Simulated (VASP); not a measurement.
# Cr in VASP: single point with r2SCAN

Aim: the single point of Cr with r2SCAN.

All numbers are computed with VASP 6.6.1; they aren't measurements. Logs are shortened: lines on timing, memory, paths and dates and some standing lists are left out, and cuts for length are marked.

**1. The cell of the first run**

The cell holds a cluster in a box, 1 atom: a = 8.000 Å, b = 8.000 Å, c = 8.000 Å, α = 90.00°, β = 90.00°, γ = 90.00°.

**2. Single point, r2SCAN, collinear spin, ferromagnetic start**

The input, POSCAR:

```
Cr
1.0
    8.0000000000      0.0000000000      0.0000000000
    0.0000000000      8.0000000000      0.0000000000
    0.0000000000      0.0000000000      8.0000000000
Cr
1
Direct
    0.5000000000      0.5000000000      0.5000000000
```

The input, INCAR.step1:

```
SYSTEM = Cr
ALGO = Normal
EDIFF = 1E-5
ENCUT = 440
GGA = PE
GGA_COMPAT = .False.
ISMEAR = 1
ISPIN = 2
LASPH = .True.
LCHARG = .False.
LMAXMIX = 4
LREAL = .False.
LWAVE = .True.
MAGMOM = 6
NBANDS = 16
NELM = 200
PREC = Accurate
SIGMA = 0.05
```

The input, INCAR.step2:

```
SYSTEM = Cr
ALGO = Normal
EDIFF = 1E-6
ENCUT = 440
GGA_COMPAT = .False.
ISIF = 2
ISMEAR = 1
ISPIN = 2
ISTART = 1
LASPH = .True.
LCHARG = .False.
LMAXMIX = 4
LMIXTAU = .True.
LORBIT = 11
LREAL = .False.
LWAVE = .False.
MAGMOM = 6
METAGGA = R2SCAN
NBANDS = 16
NELM = 200
PREC = Accurate
SIGMA = 0.05
```

The input, KPOINTS:

```
k-points
0
Gamma
  1 1 1
  0 0 0
```

Potentials or basis: VASP PAW PBE potentials, release 64 (Cr_pv).

Run with:

```bash
cat potpaw_PBE.64/Cr_pv/POTCAR > POTCAR
cp INCAR.step1 INCAR
mpirun -np 1 vasp_gam > vasp.out
cp INCAR.step2 INCAR
mpirun -np 1 vasp_gam > vasp.out
```

OUTCAR:

```text
SYSTEM = Cr
   EDIFF = 1E-6
   ENCUT = 440
   ISIF = 2
   ISMEAR = 1
   ISPIN = 2
   ISTART = 1
   LASPH = .True.
   LORBIT = 11
   LREAL = .False.
   METAGGA = R2SCAN
   NELM = 200
   PREC = Accurate

 ion  position               nearest neighbor table
   1  0.500  0.500  0.500-

  LATTYP: Found a simple cubic cell.
 ALAT       =     8.0000000000

  Lattice vectors:

 A1 = (   8.0000000000,   0.0000000000,   0.0000000000)
 A2 = (   0.0000000000,   8.0000000000,   0.0000000000)
 A3 = (   0.0000000000,   0.0000000000,   8.0000000000)

Analysis of symmetry for initial positions (statically):
=====================================================================
 Subroutine PRICEL returns:
 Original cell was already a primitive cell.

 Routine SETGRP: Setting up the symmetry group for a
 simple cubic supercell.

 Subroutine GETGRP returns: Found 48 space group operations
 (whereof 48 operations were pure point group operations)
 out of a pool of 48 trial point group operations.

The static configuration has the point symmetry O_h .

Analysis of symmetry for dynamics (positions and initial velocities):
=====================================================================
 Subroutine PRICEL returns:
 Original cell was already a primitive cell.

 Routine SETGRP: Setting up the symmetry group for a
 simple cubic supercell.

 Subroutine GETGRP returns: Found 48 space group operations
 (whereof 48 operations were pure point group operations)
 out of a pool of 48 trial point group operations.

The dynamic configuration has the point symmetry O_h .

Analysis of structural, dynamic, and magnetic symmetry:
=====================================================================
 Subroutine PRICEL returns:
 Original cell was already a primitive cell.

 Routine SETGRP: Setting up the symmetry group for a
 simple cubic supercell.

 Subroutine GETGRP returns: Found 48 space group operations
 (whereof 48 operations were pure point group operations)
 out of a pool of 48 trial point group operations.

The overall configuration has the point symmetry O_h .

 Subroutine INISYM returns: Found 48 space group operations
 (whereof 48 operations are pure point group operations),
 and found     1 'primitive' translations

----------------------------------------------------------------------------------------

                                     Primitive cell

  volume of cell :     512.0000

  direct lattice vectors                    reciprocal lattice vectors
     8.000000000  0.000000000  0.000000000     0.125000000  0.000000000  0.000000000
     0.000000000  8.000000000  0.000000000     0.000000000  0.125000000  0.000000000
     0.000000000  0.000000000  8.000000000     0.000000000  0.000000000  0.125000000

  length of vectors
     8.000000000  8.000000000  8.000000000     0.125000000  0.125000000  0.125000000

  position of ions in fractional coordinates (direct lattice)
     0.500000000  0.500000000  0.500000000

  ion indices of the primitive-cell ions
   primitive index   ion index
                 1           1

----------------------------------------------------------------------------------------

 KPOINTS: k-points

Automatic generation of k-mesh.
 Grid dimensions read from file:
 generate k-points for:    1    1    1

 Generating k-lattice:

  Cartesian coordinates                     Fractional coordinates (reciprocal lattice)
     0.125000000  0.000000000  0.000000000     1.000000000  0.000000000  0.000000000
     0.000000000  0.125000000  0.000000000     0.000000000  1.000000000  0.000000000
     0.000000000  0.000000000  0.125000000     0.000000000  0.000000000  1.000000000

  Length of vectors
     0.125000000  0.125000000  0.125000000

  Shift w.r.t. Gamma in fractional coordinates (k-lattice)
     0.000000000  0.000000000  0.000000000

 Subroutine IBZKPT returns following result:
 ===========================================

 Found      1 irreducible k-points:

 Following reciprocal coordinates:
            Coordinates               Weight
  0.000000  0.000000  0.000000      1.000000
   k-points           NKPTS =      1   k-points in BZ     NKDIM =      1   number of bands    NBANDS=     16
   number of dos      NEDOS =    301   number of ions     NIONS =      1
   total plane-waves  NPLWV = 175616
   dimension x,y,z NGX =    56 NGY =   56 NGZ =   56
   dimension x,y,z NGXF=   112 NGYF=  112 NGZF=  112
   ions per type =               1
   NGX,Y,Z   is equivalent  to a cutoff of  11.64, 11.64, 11.64 a.u.
   NGXF,Y,Z  is equivalent  to a cutoff of  23.27, 23.27, 23.27 a.u.
 SYSTEM =  Cr
   PREC   = accura    normal or accurate (medium, high low for compatibility)
   ISTART =      1    job   : 0-new  1-cont  2-samecut
   ICHARG =      0    charge: 1-file 2-atom 10-const
   ISPIN  =      2    spin polarized calculation?
   LNONCOLLINEAR =      F non collinear calculations
   LSORBIT =      F    spin-orbit coupling
   LASPH  =      T    aspherical Exc in radial PAW
   ENCUT  =  440.0 eV  32.34 Ry    5.69 a.u.  13.68 13.68 13.68*2*pi/ulx,y,z
   NELM   =    200;   NELMIN=  2; NELMDL=  0     # of ELM steps
   EDIFF  = 0.1E-05   stopping-criterion for ELM
   LREAL  =      F    real-space projection
   EDIFFG = 0.1E-04   stopping-criterion for IOM
   NSW    =      0    number of steps for IOM
   IBRION =     -1    ionic relax: 0-MD 1-quasi-New 2-CG
   NFREE  =      0    steps in history (QN), initial steepest desc. (CG)
   ISIF   =      2    stress and relaxation
   ISYM   =      2    0-nonsym 1-usesym 2-fastsym
   POTIM  = 0.5000    time-step for ionic-motion
   TEBEG  =    0.0;   TEEND  =   0.0 temperature during run
   PSTRESS=    0.0 pullay stress
   NELECT =      12.0000    total number of electrons
   NUPDOWN=      -1.0000    fix difference up-down
   EMIN   =  10.00;   EMAX   =-10.00  energy-range for DOS
   EFERMI =   0.00;   METHOD = LEGACY
   ISMEAR =     1;   SIGMA  =   0.05  broadening in eV -4-tet -1-fermi 0-gaus
   EFERMI_NEDOS =   21; number of points for ismear=-14 and -15
   IALGO  =     38    algorithm
   IMIX   =      4    mixing-type and parameters
     AMIX     =   0.40;   BMIX     =  1.00
     AMIX_MAG =   1.60;   BMIX_MAG =  1.00
  volume/ion in A,a.u.               =     512.00      3455.15
  Fermi-wavevector in a.u.,A,eV,Ry     =   0.468503  0.885341  2.986405  0.219495
  Thomas-Fermi vector in A             =   1.459519
   LORBIT       =     11    0 simple, 1 ext, 2 COOP (PROOUT), +10 PAW based schemes
   METAGGA = R2SCAN    functional components
   LHFCALC =     F    Hartree Fock is set to
   AEXX    =    0.0000 exact exchange contribution
   IVDW    =     0    specifies the selected vdW correction
   LEPSILON=     F    determine dielectric tensor
   LRPA    =     F    only Hartree local field effects (RPA)
 spin polarized calculation
 Methfessel and Paxton  Order N= 1 SIGMA  =   0.05
  energy-cutoff  :      440.00
  volume of cell :      512.00
 maximum number of plane-waves:      5414
 NGX is ok and might be reduce to    54
   NGX = 27   NGY = 27   NGZ = 27

 number of electron      12.0000003 magnetization       6.0000001

 Free energy of the ion-electron system (eV)
  ---------------------------------------------------
  ext. energy  EPLUGINS =         0.00000000
  ---------------------------------------------------
  free energy    TOTEN  =       -11.62974455 eV

  energy without entropy =      -11.63619030  energy(sigma->0) =      -11.63189313

 E-fermi :  -3.4699     XC(G=0):  -1.3159

 val. band max:       -3.5096317900   @ k =   0.0000   0.0000   0.0000
 cond. band min:      -0.7774902561   @ k =   0.0000   0.0000   0.0000
 fundamental gap:      2.7321415339
 Fermi energy:        -3.4699074850

 spin component 1

 k-point     1 :       0.0000    0.0000    0.0000
  band No.  band energies     occupation
      1     -47.6734      1.00000
      2     -47.6734      1.00000
      3     -47.6734      1.00000
      4      -4.4211      1.00000
      5      -3.5566      1.01706
      6      -3.5566      1.01706
      7      -3.5096      0.98862
      8      -3.5096      0.98862
      9      -3.5096      0.98862
     10      -0.5383      0.00000
     11      -0.5383      0.00000
     12      -0.5383      0.00000
     13       0.3249      0.00000
     14       1.7522      0.00000
     15       1.7522      0.00000
     16       3.0616      0.00000
 Fermi energy:        -3.4699074850

 spin component 2

 k-point     1 :       0.0000    0.0000    0.0000
  band No.  band energies     occupation
      1     -42.0358      1.00000
      2     -42.0358      1.00000
      3     -42.0358      1.00000
      4      -0.7775      0.00000
      5       1.2636      0.00000
      6       1.6097      0.00000
      7       1.6097      0.00000
      8       1.6345      0.00000
      9       1.6345      0.00000
     10       1.6345      0.00000
     11       2.1224      0.00000
     12       2.1224      0.00000
     13       2.1224      0.00000
     14       2.5850      0.00000
     15       2.5850      0.00000
     16       3.7682      0.00000

------------------------ aborting loop because EDIFF is reached ----------------------------------------

  FORCE on cell =-STRESS in cart. coord.  units (eV):
  Direction    XX          YY          ZZ          XY          YZ          ZX
  --------------------------------------------------------------------------------------
  -------------------------------------------------------------------------------------
  Total       -0.2249897     -0.2249897     -0.2249897     -0.0000000     -0.0000000      0.0000000
  in kB       -0.7040496     -0.7040496     -0.7040496     -0.0000000     -0.0000000      0.0000000
  external PRESSURE =      -0.7040496 kB  Pullay stress =       0.0000000 kB

 VOLUME and BASIS-vectors are now :
 -----------------------------------------------------------------------------
  energy-cutoff  :      440.00
  volume of cell :      512.00
      direct lattice vectors                 reciprocal lattice vectors
     8.000000000  0.000000000  0.000000000     0.125000000  0.000000000  0.000000000
     0.000000000  8.000000000  0.000000000     0.000000000  0.125000000  0.000000000
     0.000000000  0.000000000  8.000000000     0.000000000  0.000000000  0.125000000

 POSITION                                       TOTAL-FORCE (eV/Angst)
 -----------------------------------------------------------------------------------
      4.00000      4.00000      4.00000         0.000000      0.000000      0.000000
 -----------------------------------------------------------------------------------
    total drift:                                0.000000      0.000000      0.000000

  FREE ENERGIE OF THE ION-ELECTRON SYSTEM (eV)
  ---------------------------------------------------
  free  energy   TOTEN  =       -11.6297445493 eV

  energy  without entropy=      -11.6361903044  energy(sigma->0) =      -11.63189313

 total charge

# of ion       s       p       d       tot
------------------------------------------
    1        0.270   5.980   4.361  10.611

 magnetization (x)

# of ion       s       p       d       tot
------------------------------------------
    1        0.270  -0.005   4.361   4.626
```

Run time: 7 min. Hardware: 1 thread of Intel Xeon 8259CL, shared host; peak memory 0.64 GiB.

Results:

```yaml
Free_energy: -11.6297 eV
Gap_between_the_frontier_levels: 2.73 eV
Net_moment: 6.00 μB per cell
Site_moments: Cr +4.63 μB
Valence_electrons_inside_the_program's_atomic_spheres: Cr 10.61
```

Levels at points of the mesh, in eV from the valence-band top:
Spin up:
```tsv
k point	band 5	band 6	band 7	band 8	band 9	band 10	band 11	band 12	band 13	band 14
(0.00, 0.00, 0.00)	-0.05	-0.05	0.00	0.00	0.00	2.97	2.97	2.97	3.83	5.26
```
Spin down:
```
           k point  band 1  band 2  band 3  band 4  band 5  band 6  band 7  band 8
(0.00, 0.00, 0.00)  -38.53  -38.53  -38.53    2.73    4.77    5.12    5.12    5.14
```

Caveat: the PAW data sets were made with another functional, which shifts forces and pressure a little.
